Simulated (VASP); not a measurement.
Set up this calculation in VASP 6.6.1, as the native input.

| Quantity | Value |
| --- | --- |
| Task | relaxation of cell and atoms |
| Functional | PBEsol |
| Potentials or basis | VASP PAW PBE potentials, release 64 (Mo_sv, Si) |
| Cutoff | 600 eV |
| k mesh | 12 × 12 × 12 |
| Occupations | fermi-dirac, width 0.05 eV |
| Spin | no spin polarisation |
| Target pressure | 10 GPa |
| Dipole correction | no |
| Further INCAR settings | ALGO = Normal; EDIFF = 1e-06; IBRION = 2; EDIFFG = -0.01; NSW = 60; ISIF = 3 |

The structure of Si2Mo lies in POSCAR:

```
Si2Mo
1.0
   -1.6000000000      1.6000000000      3.9305000000
    1.6000000000     -1.6000000000      3.9305000000
    1.6000000000      1.6000000000     -3.9305000000
Mo Si
1 2
Direct
    0.0000000000      0.0000000000      0.0000000000
    0.6670000000      0.6670000000      0.0000000000
    0.3330000000      0.3330000000      0.0000000000
```

These files were run (other wordings do the same):

INCAR

```
SYSTEM = Si2Mo
ALGO     = Normal         ! electronic algorithm
EDIFF    = 1E-6           ! SCF threshold, eV
EDIFFG   = -0.01          ! ionic threshold
ENCUT    = 600            ! plane-wave cutoff, eV
GGA      = PS             ! functional
IBRION   = 2              ! ionic algorithm
ISIF     = 3              ! what is computed and relaxed
ISMEAR   = -1             ! smearing method
LASPH    = .TRUE.         ! aspherical terms in the spheres
LCHARG   = .FALSE.        ! write CHGCAR
LREAL    = .FALSE.        ! projectors in reciprocal space
LWAVE    = .FALSE.        ! write WAVECAR
NELM     = 100            ! most SCF steps
NSW      = 60             ! ionic steps
PREC     = Accurate       ! precision mode
PSTRESS  = 100.0        
SIGMA    = 0.05           ! smearing width, eV
```

KPOINTS

```
k-points
0
G
  12 12 12
  0 0 0
```

Potentials or basis: VASP PAW PBE potentials, release 64 (Mo_sv, Si).

Command:

```console
$ cat potpaw_PBE.64/Mo_sv/POTCAR potpaw_PBE.64/Si/POTCAR > POTCAR
$ mpirun -np 1 vasp_std > vasp.out
```

It gave:

The relaxed volume is 12.74 Å³/atom. The relaxed cell is a = 4.459 Å, b = 4.459 Å, c = 4.459 Å, α = 138.70°, β = 138.70°, γ = 59.83°, the space group after relaxing (to 0.1 Å) is I4/mmm (No. 139) and the energy change on relaxing (the run minimises the enthalpy) is +13.6 meV/atom. The ionic steps are 10. The pressure after relaxing is 10.0 GPa. The band gap on the k mesh is zero (bands 11 and 12 overlap by 0.99 eV).

Caveat: the cell is relaxed towards a set pressure, so the run minimises the enthalpy, not the energy; the PAW data sets were made with another functional, which shifts forces and pressure a little.

Wall time 8 min on 1 thread of AMD EPYC 9R45 96-Core Processor (Zen 5), with other jobs on the host, peak memory 0.27 GiB.
